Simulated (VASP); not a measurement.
Input of a VASP 6.6.1 run:

INCAR

```
SYSTEM = PtSe
  ALGO = Normal
  EDIFF = 1E-7
  ENCUT = 520
  GGA = PE
  ISIF = 2
  ISMEAR = -1
  LASPH = .True.
  LCHARG = .False.
  LDAU = .True.
  LDAUJ = 0 0
  LDAUL = 2 -1
  LDAUPRINT = 1
  LDAUTYPE = 2
  LDAUU = 1 0
  LMAXMIX = 4
  LREAL = .False.
  LWAVE = .False.
  NBANDS = 15
  NELM = 150
  PREC = Accurate
  SIGMA = 0.05
```

Contents of KPOINTS:

```
k-points
0
Gamma
  8 8 8
  0 0 0
```

The input POSCAR:

```
PtSe
1.0
    0.0000000000      2.6438254185      2.6438254185
    2.6438254185      0.0000000000      2.6438254185
    2.6438254185      2.6438254185      0.0000000000
Pt Se
1 1
Direct
    0.5000000000      0.5000000000      0.5000000000
    0.0000000000      0.0000000000      0.0000000000
```

Potentials or basis: VASP PAW PBE potentials, release 64 (Pt, Se).

Command:

```console
$ cat potpaw_PBE.64/Pt/POTCAR potpaw_PBE.64/Se/POTCAR > POTCAR
$ mpirun -np 1 vasp_std > vasp.out
```

**Question.** Predict the pressure.

**Answer.** -0.8 GPa.

**Question.** Estimate the band gap on the k mesh.

**Answer.** Zero (band 8 reaches 10.30 eV, above the bottom of band 9 at 5.97 eV).

Eigenvalues of the final occupation matrices:
| site | spin | trace | eigenvalues |
| --- | --- | --- | --- |
| site 1 d | 1 | 4.15 | 0.73 0.73 0.90 0.90 0.90 |
| site 1 d | 2 | 4.15 | 0.73 0.73 0.90 0.90 0.90 |

Caveat: spin-orbit coupling is left out, which moves the levels of the heavy elements; U without spin polarisation on a metal has little footing.
